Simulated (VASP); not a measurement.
B17HN18 (a cell with a defect): single point with PBE

B17HN18 (a cell with a defect):

```
B N H
1.0
     7.46503    0.00000    0.00000
    -3.73252    6.46491    0.00000
     0.00000    0.00000    6.49548
B N H
17 18 1
Direct
  0.12576 0.20544 0.25055
  0.20699 0.12442 0.75357
  0.12562 0.53841 0.24939
  0.21002 0.45879 0.74789
  0.12556 0.87212 0.25021
  0.20716 0.79237 0.74925
  0.45893 0.20555 0.25087
  0.53876 0.12408 0.75385
  0.45916 0.53865 0.25003
  0.45916 0.87194 0.24968
  0.54251 0.79313 0.74816
  0.79233 0.20547 0.24968
  0.87522 0.12900 0.74937
  0.79214 0.53850 0.24982
  0.87151 0.46044 0.74850
  0.79212 0.87183 0.24909
  0.87456 0.79378 0.74830
  0.09670 0.23615 0.74941
  0.23619 0.09450 0.25197
  0.09602 0.56918 0.74778
  0.23636 0.42783 0.24980
  0.09653 0.90267 0.74986
  0.23641 0.76125 0.24954
  0.42357 0.22497 0.76144
  0.56966 0.09462 0.25034
  0.42628 0.57913 0.74670
  0.56968 0.42788 0.25078
  0.42973 0.90237 0.74946
  0.56988 0.76140 0.24889
  0.76280 0.23767 0.75048
  0.90295 0.09455 0.24938
  0.76812 0.57619 0.74727
  0.90308 0.42791 0.24947
  0.76584 0.90674 0.74896
  0.90310 0.76132 0.24881
  0.50955 0.38498 0.76176
```

- Program: VASP 6.6.1
- Task: single point
- Functional: PBE
- Potentials or basis: VASP PAW PBE potentials, release 64 (B, N, H)
- Cutoff: 520 eV
- k mesh: 1 × 1 × 1, shifted
- Occupations: gaussian, width 0.01 eV
- Spin: collinear spin
- Fixed moment: 2 μB

```json
{
 "Pressure": "10.3 GPa",
 "Largest force": "0.027 eV/Å",
 "Net moment": "2.00 μB per cell",
 "Site moments": "B -0.00, +0.01, +0.00, -0.01 (each value once); N +0.05, +0.01, +0.11, +0.03, +0.02, +0.46, +0.06, +0.44, +0.10 (each value once); H +0.00 μB",
 "Valence electrons inside the program's atomic spheres": "B 2.21, 2.26, 2.23, 2.20, 2.25 (each value once); N 4.04, 4.00, 4.03, 4.07, 3.88, 3.86 (each value once); H 0.70"
}
```

Forces in eV/Å, atoms in the order of the input:
```
B    0.005  0.002  0.002
B    0.000  0.002  0.000
B    0.003 -0.002  0.002
B    0.003 -0.010 -0.005
B    0.001 -0.001 -0.001
B    0.006  0.005 -0.003
B    0.003 -0.004 -0.003
B   -0.001  0.008  0.004
B    0.005 -0.006 -0.003
B    0.003  0.000 -0.001
B    0.011 -0.004 -0.004
B    0.001  0.000  0.000
B   -0.008  0.007 -0.001
B    0.002 -0.007 -0.002
B   -0.002 -0.008 -0.002
B    0.005  0.000 -0.001
B   -0.006  0.009 -0.001
N    0.012  0.006 -0.001
N   -0.002  0.002  0.004
N    0.010 -0.010  0.005
N   -0.004  0.000 -0.003
N   -0.010 -0.005 -0.001
N   -0.002 -0.001  0.001
N    0.001  0.013 -0.002
N   -0.005  0.004  0.005
N    0.020  0.001  0.010
N   -0.006  0.007  0.002
N   -0.006  0.004 -0.002
N   -0.006  0.001  0.003
N    0.008 -0.009 -0.005
N   -0.005  0.000  0.002
N   -0.023 -0.014  0.003
N   -0.004  0.004  0.001
N    0.001 -0.008 -0.005
N   -0.002  0.003  0.005
H   -0.009  0.011 -0.002
```

Stress tensor (GPa, compression positive):
```
11.01  1.55 -0.14
 1.55 16.89 -0.17
-0.14 -0.17  2.88
```

It took 6.3 min on 1 thread of Intel(R) Xeon(R) Platinum 8259CL CPU @ 2.50GHz (Skylake/Cascade Lake), with other jobs on the host, peak memory 0.5 GiB.

Caveat: the total moment is fixed, so each spin has its own Fermi level and the state may be an excited one.
